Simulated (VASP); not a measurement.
The system is Y2Si2F.

```xyz
5
Lattice="3.7796 0.0000 0.0000 -1.8898 3.2733 0.0000 0.0000 0.0000 7.9655" Properties=species:S:1:pos:R:3 pbc="T T T"
Y     0.0000    0.0000    6.1280
Y     0.0000    0.0000    1.8375
Si    0.0000    2.1822    3.9827
Si    1.8898    1.0911    3.9827
F     0.0000    0.0000    0.0000
```

The cell was built from a structure type or drawn by symmetry, and may not be a known phase.

- Program: VASP 6.6.1
- Task: relaxation of cell and atoms
- Functional: PBE
- Potentials or basis: VASP PAW PBE potentials, release 64 (Y_sv, Si, F)
- Cutoff: 600 eV
- k mesh: 6 × 6 × 2
- Occupations: gaussian, width 0.1 eV
- Spin: no spin polarisation

At the start: pressure 22.0 GPa; volume 19.71 Å³/atom.

Task: How do energy, volume and symmetry change on relaxing?

Result: Over 13 steps the energy falls by 593.4 meV/atom and the volume is 23.56 Å³/atom (+19.5 %); space group P6/mmm (No. 191, to 0.1 Å) before and after.

The path:
| step | energy change (eV) | largest force (eV/Å) | pressure (GPa) | volume (Å³) |
| --- | --- | --- | --- | --- |
| 1 | 0.0000 | 8.1585 | 21.99 | 98.55 |
| 2 | -0.5197 | 0.0858 | -8.24 | 141.25 |
| 3 | -2.2201 | 0.3669 | -1.24 | 115.77 |
| 4 | -2.2548 | 0.5283 | -0.25 | 114.19 |
| 5 | -2.2702 | 0.8369 | 1.39 | 111.91 |
| 6 | -2.6364 | 1.3211 | -0.13 | 115.70 |
| 7 | -2.7961 | 1.3678 | -1.38 | 122.81 |
| 8 | -2.8320 | 1.4615 | -1.38 | 120.76 |
| 9 | -2.9341 | 0.2954 | -0.13 | 119.96 |
| 10 | -2.9464 | 0.1150 | -0.58 | 120.16 |
| 11 | -2.9665 | 0.0095 | -0.25 | 118.61 |
| 12 | -2.9669 | 0.0041 | -0.20 | 118.38 |
| 13 | -2.9670 | 0.0056 | 0.16 | 117.81 |

Final structure:
```yaml
crystal:
  lattice:
    - [4.13111, 0.00000, 0.00000]
    - [-2.06555, 3.57765, 0.00000]
    - [0.00000, 0.00000, 7.97120]
  atoms:
    - { symbol: Y, position: [0.00000, 0.00000, 0.72390] }
    - { symbol: Y, position: [0.00000, 0.00000, 0.27610] }
    - { symbol: Si, position: [0.33333, 0.66667, 0.50000] }
    - { symbol: Si, position: [0.66667, 0.33333, 0.50000] }
    - { symbol: F, position: [0.00000, 0.00000, 0.00000] }
```

Caveat: the k points lie up to 0.39 Å⁻¹ apart in the final cell, too coarse for converged energies and pressures of a metal; the volume moved by over 15 % at a fixed basis, so the end points are rough; an odd number of electrons without spin polarisation forces a metal; a magnetic or distorted state may lie lower.
